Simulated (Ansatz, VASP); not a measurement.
# Re in VASP and in Ansatz

```
Re
1.0
     2.77523    0.00000    0.00000
    -1.38762    2.40342    0.00000
     0.00000    0.00000    4.46992
Re
2
Direct
  0.33333 0.66667 0.25000
  0.66667 0.33333 0.75000
```

Alike in both runs: task single point; functional LDA; k mesh 22 × 22 × 12; occupations fermi-dirac, width 0.1 eV; no spin polarisation.

|  | VASP | Ansatz |
| --- | --- | --- |
| version | VASP 6.6.1 | Ansatz 0.2.0 |
| potentials or method | VASP PAW LDA potentials, release 64 (Re_sv_GW), cutoff 560 eV | plane waves (420 eV) with PAW, scalar-relativistic |
| valence electrons in the cell | 30 | 30 |

VASP gave:

- pressure (GPa): -14.6

**Question.** Estimate Ansatz's values.

**Answer.** Pressure (GPa): -14.5.

Ansatz warns that its potentials were made for another functional, while VASP's fit it. LDA's correlation is that of Perdew and Zunger in VASP and of Perdew and Wang (1992) in Ansatz.

Spin-orbit coupling is off throughout.
